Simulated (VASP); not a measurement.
Here is a VASP 6.6.1 calculation.

The input INCAR:

```
SYSTEM = AlN
ALGO = Normal
EDIFF = 1E-6
ENCUT = 600
GGA = PS
GGA_COMPAT = .FALSE.
ISIF = 2
ISMEAR = 0
LASPH = .TRUE.
LCHARG = .FALSE.
LREAL = .FALSE.
LWAVE = .FALSE.
NBANDS = 11
NELM = 120
PREC = Accurate
SIGMA = 0.02
```

File KPOINTS:

```
k-points
0
G
  10 10 10
  0 0 0
```

Contents of POSCAR:

```
AlN
1.0
    0.0000000000      2.1886939034      2.1886939034
    2.1886939034      0.0000000000      2.1886939034
    2.1886939034      2.1886939034      0.0000000000
Al N
1 1
Direct
    0.0000000000      0.0000000000      0.0000000000
    0.2500000000      0.2500000000      0.2500000000
```

Potentials or basis: VASP PAW PBE potentials, release 64 (Al, N).

Launch:

```bash
$ cat potpaw_PBE.64/Al/POTCAR potpaw_PBE.64/N/POTCAR > POTCAR
$ mpirun -np 1 vasp_std > vasp.out
```

Estimate the pressure.

-0.1 GPa.

Estimate the band gap on the k mesh.

3.18 eV, indirect (least direct gap 4.08 eV).

Caveat: the PAW data sets were made with another functional, which shifts forces and pressure a little. A k mesh can miss the band edges.
